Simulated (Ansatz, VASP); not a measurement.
## Ag in VASP and in Ansatz

```
Ag
1.0
     0.00000    3.19650    3.19650
     3.19650    0.00000    3.19650
     3.19650    3.19650    0.00000
Ag
3
Direct
  0.25000 0.25000 0.25000
  0.75000 0.75000 0.75000
  0.00000 0.00000 0.00000
```

Alike in both runs: task relaxation of cell and atoms; functional PBE; k mesh 12 × 12 × 12; occupations gaussian, width 0.1 eV; no spin polarisation.

```csv
,VASP,Ansatz
version,VASP 6.6.1,Ansatz 0.2.0
potentials or method,"VASP PAW PBE potentials, release 64 (Ag), cutoff 600 eV","scalar-relativistic, plane waves, PAW"
valence electrons in the cell,33,57
```

```tsv
	VASP	Ansatz	Ansatz less VASP
gap on the k mesh at the Fermi level, each at its own relaxed structure (eV)	none	none	-
relaxed volume (Å³/atom)	21.58	21.64	+0.058
relaxed length of the cell vector where the two differ most in proportion (Å)	4.507	4.511	+0.0040
```

A gap of «none» marks a metal or a gap that the smearing closes. VASP's potentials hold 33 valence electrons a cell and Ansatz's 57, so a difference there can come from the potentials and not from the codes.
